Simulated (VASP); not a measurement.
# SrO (I4/mmm) in VASP: settings compared

The runs below take SrO through single point, with PBE, r2SCAN.

Everything below comes from runs of VASP 6.6.1. Logs are shortened: lines on timing, memory, paths and dates and some standing lists are left out, and cuts for length are marked.

## (1) The cell of the first run

It takes space group I4/mmm (No. 139, tetragonal). The conventional cell has a = 3.785 Å, b = 3.785 Å, c = 5.160 Å, α = 90.00°, β = 90.00°, γ = 90.00°. Sr (site symmetry 4/mmm) has 6 O at 2.58 to 2.68 Å within 3.4 Å. O (site symmetry 4/mmm) has 6 Sr at 2.58 to 2.68 Å within 3.4 Å.

## (2) Single point, PBE (biaxial xy strain +3.7%)

File INCAR:

```
PREC = Accurate
ENCUT = 520
EDIFF = 1E-6
ISMEAR = -1
SIGMA = 0.02
LREAL = False
LASPH = True
NELM = 100
ALGO = Normal
ISIF = 2
LWAVE = False
LCHARG = False
GGA = PE
NBANDS = 15
```

File KPOINTS:

```
regular mesh
0
Gamma
  8 8 8
```

File POSCAR:

```
SrO
1.0
    0.0000000000      2.6761227151      2.5798927168
    2.6761227151      0.0000000000      2.5798927168
    2.6761227151      2.6761227151      0.0000000000
Sr O
1 1
Direct
    0.5000000000      0.5000000000      0.5000000000
    0.0000000000      0.0000000000      0.0000000000
```

Potentials or basis: VASP PAW PBE potentials, release 64 (Sr_sv, O).

Launch:

```bash
$ cat potpaw_PBE.64/Sr_sv/POTCAR potpaw_PBE.64/O/POTCAR > POTCAR
$ mpirun -np 1 vasp_std > vasp.out
```

OUTCAR:

```text
PREC = Accurate
   ENCUT = 520
   EDIFF = 1E-6
   ISMEAR = -1
   LREAL = False
   LASPH = True
   NELM = 100
   ISIF = 2
   GGA = PE

 ion  position               nearest neighbor table
   1  0.500  0.500  0.500-   2 2.58   2 2.58   2 2.68   2 2.68   2 2.68   2 2.68
   2  0.000  0.000  0.000-   1 2.58   1 2.58   1 2.68   1 2.68   1 2.68   1 2.68

  LATTYP: Found a body centered tetragonal cell.
 ALAT       =     3.7846090383
 C/A-ratio  =     1.3633602260

  Lattice vectors:

 A1 = (   0.0000000000,  -2.6761227151,  -2.5798927168)
 A2 = (   0.0000000000,   2.6761227151,  -2.5798927168)
 A3 = (   2.6761227151,   0.0000000000,   2.5798927168)

Analysis of symmetry for initial positions (statically):
=====================================================================
 Subroutine PRICEL returns:
 Original cell was already a primitive cell.

 Routine SETGRP: Setting up the symmetry group for a
 body centered tetragonal supercell.

 Subroutine GETGRP returns: Found 16 space group operations
 (whereof 16 operations were pure point group operations)
 out of a pool of 16 trial point group operations.

The static configuration has the point symmetry D_4h.

Analysis of symmetry for dynamics (positions and initial velocities):
=====================================================================
 Subroutine PRICEL returns:
 Original cell was already a primitive cell.

 Routine SETGRP: Setting up the symmetry group for a
 body centered tetragonal supercell.

 Subroutine GETGRP returns: Found 16 space group operations
 (whereof 16 operations were pure point group operations)
 out of a pool of 16 trial point group operations.

The dynamic configuration has the point symmetry D_4h.

 Subroutine INISYM returns: Found 16 space group operations
 (whereof 16 operations are pure point group operations),
 and found     1 'primitive' translations

----------------------------------------------------------------------------------------

                                     Primitive cell

  volume of cell :      36.9525

  direct lattice vectors                    reciprocal lattice vectors
     0.000000000  2.676122715  2.579892717    -0.186837471  0.186837471  0.193806509
     2.676122715  0.000000000  2.579892717     0.186837471 -0.186837471  0.193806509
     2.676122715  2.676122715  0.000000000     0.186837471  0.186837471 -0.193806509

  length of vectors
     3.717187003  3.717187003  3.784609038     0.327684977  0.327684977  0.327684977

  position of ions in fractional coordinates (direct lattice)
     0.500000000  0.500000000  0.500000000
     0.000000000  0.000000000  0.000000000

  ion indices of the primitive-cell ions
   primitive index   ion index
                 1           1
                 2           2

----------------------------------------------------------------------------------------

 KPOINTS: regular mesh

Automatic generation of k-mesh.
 Grid dimensions read from file:
 generate k-points for:    8    8    8

 Generating k-lattice:

  Cartesian coordinates                     Fractional coordinates (reciprocal lattice)
    -0.023354684  0.023354684  0.024225814     0.125000000  0.000000000  0.000000000
     0.023354684 -0.023354684  0.024225814     0.000000000  0.125000000  0.000000000
     0.023354684  0.023354684 -0.024225814     0.000000000  0.000000000  0.125000000

  Length of vectors
     0.040960622  0.040960622  0.040960622

  Shift w.r.t. Gamma in fractional coordinates (k-lattice)
     0.000000000  0.000000000  0.000000000

 Subroutine IBZKPT returns following result:
 ===========================================

 Found     59 irreducible k-points:

 Following reciprocal coordinates:
            Coordinates               Weight
  0.000000  0.000000  0.000000      1.000000
  0.125000  0.000000  0.000000      8.000000
  0.250000  0.000000  0.000000      8.000000
  0.375000  0.000000  0.000000      8.000000
  0.500000  0.000000  0.000000      4.000000
  0.125000  0.125000  0.000000      2.000000
[... 16 lines left out ...]
  0.250000  0.000000  0.125000     16.000000
  0.375000  0.000000  0.125000     16.000000
 [... further k-points ...]
   k-points           NKPTS =     59   k-points in BZ     NKDIM =     59   number of bands    NBANDS=     15
   number of dos      NEDOS =    301   number of ions     NIONS =      2
   total plane-waves  NPLWV =  21952
   dimension x,y,z NGX =    28 NGY =   28 NGZ =   28
   dimension x,y,z NGXF=    56 NGYF=   56 NGZF=   56
   ions per type =               1   1
   NGX,Y,Z   is equivalent  to a cutoff of  12.52, 12.52, 12.30 a.u.
   NGXF,Y,Z  is equivalent  to a cutoff of  25.05, 25.05, 24.60 a.u.
 SYSTEM =  unknown system
   PREC   = accura    normal or accurate (medium, high low for compatibility)
   ISTART =      0    job   : 0-new  1-cont  2-samecut
   ICHARG =      2    charge: 1-file 2-atom 10-const
   ISPIN  =      1    spin polarized calculation?
   LNONCOLLINEAR =      F non collinear calculations
   LSORBIT =      F    spin-orbit coupling
   LASPH  =      T    aspherical Exc in radial PAW
   ENCUT  =  520.0 eV  38.22 Ry    6.18 a.u.   6.91  6.91  7.04*2*pi/ulx,y,z
   NELM   =    100;   NELMIN=  2; NELMDL= -5     # of ELM steps
   EDIFF  = 0.1E-05   stopping-criterion for ELM
   LREAL  =      F    real-space projection
   EDIFFG = 0.1E-04   stopping-criterion for IOM
   NSW    =      0    number of steps for IOM
   IBRION =     -1    ionic relax: 0-MD 1-quasi-New 2-CG
   NFREE  =      0    steps in history (QN), initial steepest desc. (CG)
   ISIF   =      2    stress and relaxation
   ISYM   =      2    0-nonsym 1-usesym 2-fastsym
   POTIM  = 0.5000    time-step for ionic-motion
   TEBEG  =    0.0;   TEEND  =   0.0 temperature during run
   PSTRESS=    0.0 pullay stress
   NELECT =      16.0000    total number of electrons
   NUPDOWN=      -1.0000    fix difference up-down
   EMIN   =  10.00;   EMAX   =-10.00  energy-range for DOS
   EFERMI =   0.00;   METHOD = LEGACY
   ISMEAR =    -1;   SIGMA  =   0.02  broadening in eV -4-tet -1-fermi 0-gaus
   EFERMI_NEDOS =   21; number of points for ismear=-14 and -15
   IALGO  =     38    algorithm
   IMIX   =      4    mixing-type and parameters
     AMIX     =   0.40;   BMIX     =  1.00
     AMIX_MAG =   1.60;   BMIX_MAG =  1.00
  volume/ion in A,a.u.               =      18.48       124.68
  Fermi-wavevector in a.u.,A,eV,Ry     =   1.238512  2.340449 20.870144  1.533912
  Thomas-Fermi vector in A             =   2.373034
   LORBIT       =      0    0 simple, 1 ext, 2 COOP (PROOUT), +10 PAW based schemes
   GGA     = PE    functional components
   LHFCALC =     F    Hartree Fock is set to
   AEXX    =    0.0000 exact exchange contribution
   IVDW    =     0    specifies the selected vdW correction
   LEPSILON=     F    determine dielectric tensor
   LRPA    =     F    only Hartree local field effects (RPA)
 non-spin polarized calculation
  energy-cutoff  :      520.00
  volume of cell :       36.95
 maximum number of plane-waves:      1008
   NGX = 13   NGY = 13   NGZ = 13

 number of electron      16.0000005 magnetization

 Free energy of the ion-electron system (eV)
  ---------------------------------------------------
  ext. energy  EPLUGINS =         0.00000000
  ---------------------------------------------------
  free energy    TOTEN  =       -12.02718698 eV

  energy without entropy =      -12.02718698  energy(sigma->0) =      -12.02718698

 E-fermi :   1.7501     XC(G=0):  -9.6362

 val. band max:        1.3591230620   @ k =   0.0000   0.0000   0.0000
 cond. band min:       4.5020918271   @ k =   0.5000   0.5000   0.0000
 fundamental gap:      3.1429687651
 Fermi energy:         1.7500941339

 k-point     1 :       0.0000    0.0000    0.0000
  band No.  band energies     occupation
      1     -31.4027      2.00000
      2     -13.7000      2.00000
      3     -13.1272      2.00000
      4     -13.1272      2.00000
      5     -13.0956      2.00000
      6       1.2549      2.00000
      7       1.2549      2.00000
      8       1.3591      2.00000
      9       4.6789      0.00000
     10       7.2313      0.00000
     11       7.2313      0.00000
     12       7.4795      0.00000
     13       9.0668      0.00000
     14       9.5602      0.00000
     15      13.5951      0.00000

 k-point     2 :       0.1250    0.0000    0.0000
  band No.  band energies     occupation
      1     -31.3889      2.00000
      2     -14.0972      2.00000
      3     -13.1407      2.00000
      4     -13.1172      2.00000
      5     -12.7498      2.00000
      6       0.8518      2.00000
      7       1.0915      2.00000
      8       1.1531      2.00000
      9       5.3455      0.00000
     10       7.1560      0.00000
     11       7.5206      0.00000
     12       7.6751      0.00000
     13       9.4140      0.00000
     14       9.9244      0.00000
     15      14.5033      0.00000

 k-point     3 :       0.2500    0.0000    0.0000
  band No.  band energies     occupation
      1     -31.3555      2.00000
      2     -14.6212      2.00000
      3     -13.1730      2.00000
      4     -13.1341      2.00000
      5     -12.3088      2.00000
      6       0.0892      2.00000
      7       0.7356      2.00000
      8       0.7634      2.00000
      9       6.7482      0.00000
     10       7.1321      0.00000
     11       8.2968      0.00000
     12       8.3855      0.00000
     13      10.2995      0.00000
     14      10.8309      0.00000
     15      16.2317      0.00000

 k-point     4 :       0.3750    0.0000    0.0000
  band No.  band energies     occupation
      1     -31.3217      2.00000
      2     -14.9947      2.00000
      3     -13.2048      2.00000
      4     -13.1509      2.00000
      5     -12.0179      2.00000
      6      -0.5077      2.00000
      7       0.4214      2.00000
      8       0.4221      2.00000
      9       7.2933      0.00000
     10       8.3267      0.00000
     11       9.2101      0.00000
     12       9.2722      0.00000
     13      11.4561      0.00000
     14      11.9173      0.00000
     15      15.6772      0.00000
[... 307 lines left out ...]
 k-point    22 :       0.1250    0.0000    0.1250
  band No.  band energies     occupation
      1     -31.3852      2.00000
      2     -14.0898      2.00000
      3     -13.1621      2.00000
      4     -13.1393      2.00000
      5     -12.7561      2.00000
      6       0.5936      2.00000
      7       1.1918      2.00000
      8       1.2996      2.00000
      9       5.4545      0.00000
     10       6.6473      0.00000
     11       7.8120      0.00000
     12       8.0300      0.00000
     13       9.5274      0.00000
     14       9.9102      0.00000
     15      14.7364      0.00000

 k-point    23 :       0.2500    0.0000    0.1250
  band No.  band energies     occupation
      1     -31.3590      2.00000
      2     -14.4382      2.00000
      3     -13.1965      2.00000
      4     -13.1710      2.00000
      5     -12.4900      2.00000
      6       0.1429      2.00000
      7       0.9424      2.00000
      8       1.0693      2.00000
      9       6.4132      0.00000
     10       6.4522      0.00000
     11       8.4823      0.00000
     12       8.6763      0.00000
     13      10.1084      0.00000
     14      10.5610      0.00000
     15      16.2559      0.00000

 k-point    24 :       0.3750    0.0000    0.1250
  band No.  band energies     occupation
      1     -31.3254      2.00000
      2     -14.8048      2.00000
      3     -13.2381      2.00000
      4     -13.1992      2.00000
      5     -12.2220      2.00000
      6      -0.2377      2.00000
      7       0.5356      2.00000
      8       0.7058      2.00000
      9       6.7436      0.00000
     10       7.7308      0.00000
     11       9.2412      0.00000
     12       9.4951      0.00000
     13      11.1748      0.00000
     14      11.4571      0.00000
     15      15.8631      0.00000

 [... further k-points ...]
[... 5 lines left out ...]
  --------------------------------------------------------------------------------------
  -------------------------------------------------------------------------------------
  Total       -1.0332286     -1.0332286     -0.2486888      0.0000000      0.0000000     -0.0000000
  in kB      -44.7984840    -44.7984840    -10.7825913      0.0000000      0.0000000     -0.0000000
  external PRESSURE =     -33.4598531 kB  Pullay stress =       0.0000000 kB

 VOLUME and BASIS-vectors are now :
 -----------------------------------------------------------------------------
  energy-cutoff  :      520.00
  volume of cell :       36.95
      direct lattice vectors                 reciprocal lattice vectors
     0.000000000  2.676122715  2.579892717    -0.186837471  0.186837471  0.193806509
     2.676122715  0.000000000  2.579892717     0.186837471 -0.186837471  0.193806509
     2.676122715  2.676122715  0.000000000     0.186837471  0.186837471 -0.193806509

 POSITION                                       TOTAL-FORCE (eV/Angst)
 -----------------------------------------------------------------------------------
      2.67612      2.67612      2.57989        -0.000000      0.000000      0.000000
      0.00000      0.00000      0.00000         0.000000     -0.000000      0.000000
 -----------------------------------------------------------------------------------
    total drift:                                0.000000      0.000000      0.000000

  FREE ENERGIE OF THE ION-ELECTRON SYSTEM (eV)
  ---------------------------------------------------
  free  energy   TOTEN  =       -12.0271869841 eV

  energy  without entropy=      -12.0271869841  energy(sigma->0) =      -12.02718698
```

Run time: 18 s. Hardware: 1 thread of AMD EPYC 9R45 (Zen 5), shared host; peak memory 0.15 GiB.

Results:

- Free energy: -12.0272 eV
- Pressure: -3.3 GPa
- Band gap on the k mesh: 3.14 eV, indirect (least direct gap 3.32 eV)

Caveat: the cell differs from its parent crystal (biaxial xy strain +3.7%).

## (3) Single point, r2SCAN (biaxial xy strain +3.7%)

POSCAR is that of step 2.

File INCAR.step1:

```
SYSTEM = SrO
  PREC = Accurate
  ENCUT = 520
  ISMEAR = 0
  SIGMA = 0.01
  LREAL = .False.
  LASPH = .True.
  NELM = 100
  NBANDS = 15
  GGA = PE
  ALGO = Normal
  EDIFF = 1E-4
  LWAVE = .True.
  LCHARG = .False.
```

File INCAR.step2:

```
SYSTEM = SrO
  PREC = Accurate
  ENCUT = 520
  EDIFF = 1E-7
  ISMEAR = 0
  SIGMA = 0.01
  LREAL = .False.
  LASPH = .True.
  NELM = 100
  ALGO = Normal
  ISIF = 2
  LWAVE = .False.
  LCHARG = .True.
  METAGGA = R2SCAN
  LMIXTAU = .True.
  LELF = .True.
  LVHAR = .True.
  NBANDS = 15
  ISTART = 1
```

File KPOINTS:

```
regular mesh
0
Gamma
  8 8 8
  0 0 0
```

Potentials or basis: VASP PAW PBE potentials, release 64 (Sr_sv, O).

Launch:

```bash
$ cat potpaw_PBE.64/Sr_sv/POTCAR potpaw_PBE.64/O/POTCAR > POTCAR
$ cp INCAR.step1 INCAR
$ mpirun -np 1 vasp_std > vasp.out
$ cp INCAR.step2 INCAR
$ mpirun -np 1 vasp_std > vasp.out
```

It took 1.8 min on 1 thread of AMD EPYC 9R45 (Zen 5), shared host; peak memory 0.16 GiB.

It converged, with:

* Free energy: -27.0046 eV
* Pressure: -5.2 GPa
* Band gap on the k mesh: 3.61 eV, indirect (least direct gap 3.86 eV)

Stress tensor (GPa, compression positive):
```
-6.40  0.00  0.00
 0.00 -6.40  0.00
 0.00  0.00 -2.82
```

Levels at points of the mesh, in eV from the valence-band top:
| k point | band 4 | band 5 | band 6 | band 7 | band 8 | band 9 | band 10 | band 11 | band 12 | band 13 |
| --- | --- | --- | --- | --- | --- | --- | --- | --- | --- | --- |
| (0.00, 0.00, 0.00) | -14.97 | -14.93 | -0.10 | -0.10 | 0.00 | 3.97 | 6.43 | 6.43 | 6.68 | 8.41 |
| (0.50, 0.00, 0.00) | -14.99 | -13.94 | -2.04 | -1.06 | -1.05 | 6.67 | 8.32 | 8.91 | 8.97 | 11.64 |
| (0.50, 0.50, 0.00) | -15.27 | -15.27 | -0.49 | -0.25 | -0.25 | 3.61 | 7.85 | 10.27 | 10.39 | 10.97 |
| (0.50, 0.00, 0.50) | -15.22 | -15.20 | -0.68 | -0.24 | -0.12 | 3.75 | 7.80 | 10.22 | 10.33 | 10.76 |

Caveat: the cell differs from its parent crystal (biaxial xy strain +3.7%); the PAW data sets were made with another functional, which shifts forces and pressure a little. A k mesh can miss the band edges.
